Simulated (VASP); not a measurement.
Input of a VASP 6.6.1 run:

File INCAR:

```
SYSTEM = CrCuO2
ALGO     = Normal         ! electronic algorithm
EDIFF    = 1E-6           ! SCF threshold, eV
ENCUT    = 600            ! plane-wave cutoff, eV
GGA      = PS             ! functional
GGA_COMPAT= .False.      
ISIF     = 2              ! what is computed and relaxed
ISMEAR   = -1             ! smearing method
LASPH    = .True.         ! aspherical terms in the spheres
LCHARG   = .False.        ! write CHGCAR
LREAL    = .False.        ! projectors in reciprocal space
LWAVE    = .False.        ! write WAVECAR
NBANDS   = 26             ! bands
NELM     = 120            ! most SCF steps
PREC     = Accurate       ! precision mode
SIGMA    = 0.08           ! smearing width, eV
```

The input KPOINTS:

```
k-points
0
Gamma
  11 11 11
  0 0 0
```

The input POSCAR:

```
CrCuO2
1.0
    1.3915365743      0.8034040158      5.3351439252
   -1.3915365743      0.8034040158      5.3351439252
    0.0000000000     -1.6068080315      5.3351439252
Cr Cu O
1 1 2
Direct
    0.5000000000      0.5000000000      0.5000000000
    0.0000000000      0.0000000000      0.0000000000
    0.1079200000      0.1079200000      0.1079200000
    0.8920800000      0.8920800000      0.8920800000
```

Potentials or basis: VASP PAW PBE potentials, release 64 (Cr_pv, Cu, O).

The run is started by

```sh
$ cat potpaw_PBE.64/Cr_pv/POTCAR potpaw_PBE.64/Cu/POTCAR potpaw_PBE.64/O/POTCAR > POTCAR
$ mpirun -np 1 vasp_std > vasp.out
```

(1) What does it give for the band gap on the k mesh?

(2) What does it give for the pressure?

(3) Estimate the largest force.

## Answers

(1) zero (an odd number of electrons rules out a gap without spin polarisation).

(2) 40.5 GPa.

(3) 1.223 eV/Å.

Caveat: the stress differs along the axes, from 24 to 74 GPa; an empty level that is flat over the whole mesh can mark a ghost state of the potentials, or a narrow d or f band; the PAW data sets were made with another functional, which shifts forces and pressure a little; an odd number of electrons without spin polarisation forces a metal; a magnetic or distorted state may lie lower; the run has no spin polarisation, though such a crystal can be magnetic; semilocal functionals often make such compounds metallic where correlation or magnetic order opens a gap, which also shifts bond lengths.
